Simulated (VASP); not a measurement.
# CdTe (I-4m2) in VASP: a series of runs, part 2 of 2

VASP 6.6.1. Earlier steps stand in the parts before.

**3. Single point, r2SCAN**

This run uses another cell than the first one, of 35.01 Å³/atom, 0.976 times its volume.

File POSCAR:

```
CdTe
1.0
    0.0000000000      3.3257883152      3.2446715270
    3.2446715270      0.0000000000      3.2446715270
    3.2446715270      3.3257883152      0.0000000000
Cd Te
1 1
Direct
    0.0000000000      0.0000000000      0.0000000000
    0.7500000000      0.7500000000      0.7500000000
```

File INCAR.step1:

```
PREC = Accurate
ENCUT = 550
ISMEAR = 0
SIGMA = 0.05
LREAL = False
LASPH = True
NELM = 120
NBANDS = 16
GGA = PE
ALGO = Normal
EDIFF = 1E-5
LWAVE = True
LCHARG = False
GGA_COMPAT = False
```

File INCAR.step2:

```
PREC = Accurate
ENCUT = 550
EDIFF = 1E-6
ISMEAR = 0
SIGMA = 0.05
LREAL = False
LASPH = True
NELM = 120
ALGO = Normal
ISIF = 2
LWAVE = False
LCHARG = True
METAGGA = R2SCAN
LMIXTAU = True
LELF = True
LVHAR = True
NBANDS = 16
ISTART = 1
GGA_COMPAT = False
```

File KPOINTS:

```
regular mesh
0
Gamma
  8 8 8
```

Potentials or basis: VASP PAW PBE potentials, release 64 (Cd, Te).

Run with:

```
$ cat potpaw_PBE.64/Cd/POTCAR potpaw_PBE.64/Te/POTCAR > POTCAR
$ cp INCAR.step1 INCAR
$ mpirun -np 1 vasp_std > vasp.out
$ cp INCAR.step2 INCAR
$ mpirun -np 1 vasp_std > vasp.out
```

OUTCAR:

```text
PREC = Accurate
   ENCUT = 550
   EDIFF = 1E-6
   ISMEAR = 0
   LREAL = False
   LASPH = True
   NELM = 120
   ISIF = 2
   METAGGA = R2SCAN
   ISTART = 1

 ion  position               nearest neighbor table
   1  0.000  0.000  0.000-   2 2.83   2 2.83   2 2.83   2 2.83
   2  0.750  0.750  0.750-   1 2.83   1 2.83   1 2.83   1 2.83

  LATTYP: Found a body centered tetragonal cell.
 ALAT       =     4.5886584789
 C/A-ratio  =     1.4495689014

  Lattice vectors:

 A1 = (   0.0000000000,  -3.3257883152,   3.2446715270)
 A2 = (   0.0000000000,  -3.3257883152,  -3.2446715270)
 A3 = (   3.2446715270,   3.3257883152,   0.0000000000)

Analysis of symmetry for initial positions (statically):
=====================================================================
 Subroutine PRICEL returns:
 Original cell was already a primitive cell.

 Routine SETGRP: Setting up the symmetry group for a
 body centered tetragonal supercell.

 Subroutine GETGRP returns: Found  8 space group operations
 (whereof  8 operations were pure point group operations)
 out of a pool of 16 trial point group operations.

The static configuration has the point symmetry D_2d.

[... 155 lines left out ...]
  ---------------------------------------------------
  free energy    TOTEN  =       -46.64304319 eV

  energy without entropy =      -46.64304319  energy(sigma->0) =      -46.64304319

 E-fermi :   2.0935     XC(G=0):  -8.9724

 val. band max:        1.8708952504   @ k =   0.0000   0.0000   0.0000
 cond. band min:       3.0204970317   @ k =   0.0000   0.0000   0.0000
 fundamental gap:      1.1496017813
 Fermi energy:         2.0935207395

 k-point     1 :       0.0000    0.0000    0.0000
  band No.  band energies     occupation
      1      -9.5180      2.00000
      2      -6.6279      2.00000
      3      -6.6215      2.00000
      4      -6.6215      2.00000
      5      -6.3624      2.00000
      6      -6.3605      2.00000
[... 433 lines left out ...]
      3      -6.5517      2.00000
      4      -6.3776      2.00000
      5      -6.3518      2.00000
      6      -6.2169      2.00000
[... 8 lines left out ...]
     15      11.4779      0.00000
     16      12.1016      0.00000

 [... further k-points ...]
[... 5 lines left out ...]
  --------------------------------------------------------------------------------------
  -------------------------------------------------------------------------------------
  Total        0.2228563      0.0327488      0.2228563      0.0000000      0.0000000      0.0000000
  in kB        5.0988160      0.7492726      5.0988160      0.0000000      0.0000000      0.0000000
  external PRESSURE =       3.6489682 kB  Pullay stress =       0.0000000 kB

 VOLUME and BASIS-vectors are now :
 -----------------------------------------------------------------------------
  energy-cutoff  :      550.00
  volume of cell :       70.03
      direct lattice vectors                 reciprocal lattice vectors
     0.000000000  3.325788315  3.244671527    -0.154098803  0.150340296  0.154098803
     3.244671527  0.000000000  3.244671527     0.154098803 -0.150340296  0.154098803
     3.244671527  3.325788315  0.000000000     0.154098803  0.150340296 -0.154098803

 POSITION                                       TOTAL-FORCE (eV/Angst)
 -----------------------------------------------------------------------------------
      0.00000      0.00000      0.00000         0.000000      0.000000      0.000000
      4.86701      4.98868      4.86701        -0.000000     -0.000000     -0.000000
 -----------------------------------------------------------------------------------
    total drift:                               -0.000000      0.000000     -0.000000

  FREE ENERGIE OF THE ION-ELECTRON SYSTEM (eV)
  ---------------------------------------------------
  free  energy   TOTEN  =       -46.6430431910 eV

  energy  without entropy=      -46.6430431910  energy(sigma->0) =      -46.64304319
```

OUTCAR.step1:

```text
PREC = Accurate
   ENCUT = 550
   ISMEAR = 0
   LREAL = False
   LASPH = True
[... 678 lines left out ...]
      0.00000      0.00000      0.00000        -0.000000     -0.000000     -0.000000
      4.86701      4.98868      4.86701         0.000000      0.000000      0.000000
 -----------------------------------------------------------------------------------
    total drift:                               -0.000000      0.000000     -0.000000

  FREE ENERGIE OF THE ION-ELECTRON SYSTEM (eV)
  ---------------------------------------------------
  free  energy   TOTEN  =        -4.7990433439 eV

  energy  without entropy=       -4.7990433439  energy(sigma->0) =       -4.79904334
```

Run time: 8.3 min. Hardware: 1 thread of AMD EPYC 7R13, shared host; peak memory 0.24 GiB.

What came out:

```yaml
Free_energy: -46.6430 eV
Pressure: 0.4 GPa
Band_gap_on_the_k_mesh: 1.15 eV, direct
```

Stress tensor (GPa, compression positive):
```
0.51 0.00 0.00
0.00 0.07 0.00
0.00 0.00 0.51
```

Levels at points of the mesh, in eV from the valence-band top:
```csv
k point,band 6,band 7,band 8,band 9,band 10,band 11,band 12,band 13
"(0.00, 0.00, 0.00)",-8.23,-0.09,0.00,0.00,1.15,5.02,5.02,5.03
"(0.50, 0.00, 0.00)",-7.88,-4.36,-0.84,-0.71,2.17,5.50,5.65,7.37
"(0.50, 0.50, 0.00)",-7.73,-4.20,-1.89,-1.86,2.88,2.90,9.32,9.53
"(0.50, 0.00, 0.50)",-7.77,-4.32,-1.77,-1.77,2.98,3.09,9.14,9.65
```

Caveat: the PAW data sets were made with another functional, which shifts forces and pressure a little; spin-orbit coupling is left out, which moves the levels of the heavy elements. r2SCAN opens gaps a little over a GGA but as a rule still falls short of measured ones.
